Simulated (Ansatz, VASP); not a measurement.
## Two plane-wave programs on Si4N

Contents of INCAR:

```
SYSTEM = Si4N
ALGO = Normal
DIPOL = 0.5 0.5 0.335
EDIFF = 1E-7
ENCUT = 520
GGA = PE
IDIPOL = 3
ISIF = 2
ISMEAR = 0
ISPIN = 2
IVDW = 12
LASPH = .True.
LCHARG = .False.
LDIPOL = .True.
LORBIT = 11
LREAL = .False.
LWAVE = .False.
MAGMOM = 0 0 0 0 3
NBANDS = 22
NELM = 150
PREC = Accurate
SIGMA = 0.05
```

Contents of KPOINTS:

```
k-points
0
Gamma
  7 7 1
  0 0 0
```

POSCAR

```
Si4N
1.0
    3.8333442755      0.0000000000      0.0000000000
    0.0000000000      3.8333442755      0.0000000000
    0.0000000000      0.0000000000     21.1034818114
Si N
4 1
Direct
    0.0000000000      0.5000000000      0.1895421825
    0.0000000000      0.0000000000      0.2537634269
    0.5000000000      0.0000000000      0.3207061922
    0.5000000000      0.5000000000      0.3839879070
    0.6250000000      0.5000000000      0.5261445439
```

Input for Ansatz:

```yaml
crystal:
  lattice:
    - [3.8333442755, 0.0, 0.0]
    - [0.0, 3.8333442755, 0.0]
    - [0.0, 0.0, 21.1034818114]
  atoms:
    - { symbol: Si, position: [0.0, 0.5, 0.1895421825] }
    - { symbol: Si, position: [0.0, 0.0, 0.2537634269] }
    - { symbol: Si, position: [0.5, 0.0, 0.3207061922] }
    - { symbol: Si, position: [0.5, 0.5, 0.383987907] }
    - { symbol: "N", position: [0.625, 0.5, 0.5261445439], spin: 3.0 }
basis:
  ecutwfc: 420
kpoints:
  mp_grid: { grid: [7, 7, 1] }
hamiltonian:
  xc: pbe
  pseudopotentials: { kind: paw, azcp: { folder: soft_1 } }
  dispersion: d3bj
scf:
  occupations: { method: gaussian, width: 0.05 }
output:
  forces: true
  eigenvalues: true
  populations: true
  write_density: true
  write_potential: true
  elf: true
  volumetric_format: npy
magnetization:
  spin_polarized: true
efield:
  axis: 3
  dipole_correction: true
  ramp_width: 0.04
```

Alike in both runs: task single point; functional PBE; dispersion D3(BJ); k mesh 7 × 7 × 1; occupations gaussian, width 0.05 eV; collinear spin.

```csv
,VASP,Ansatz
version,VASP 6.6.1,Ansatz 0.2.0
potentials or method,"VASP PAW PBE potentials, release 64 (Si, N), cutoff 520 eV","scalar-relativistic, plane waves, PAW"
valence electrons in the cell,21,21
```

VASP gave:

- gap on the k mesh at the Fermi level (eV): none
- rms of the force components (eV/Å): 0.182
- net moment per atom (μB): 0.52
- size of the moment on the site where the two differ most (μB): 1.83

**Question.** What did Ansatz give for the same quantities?

**Answer.** gap on the k mesh at the Fermi level (eV): none; rms of the force components (eV/Å): 0.182; net moment per atom (μB): 0.52; size of the moment on the site where the two differ most (μB): 2.58.

Site moments also hang on the region over which each program counts them. Atom by atom the forces differ by 0.002 eV/Å (rms over components). A gap of «none» marks a metal or a gap that the smearing closes. Ansatz's warnings: stability check not made, xc potential rough in thin density.
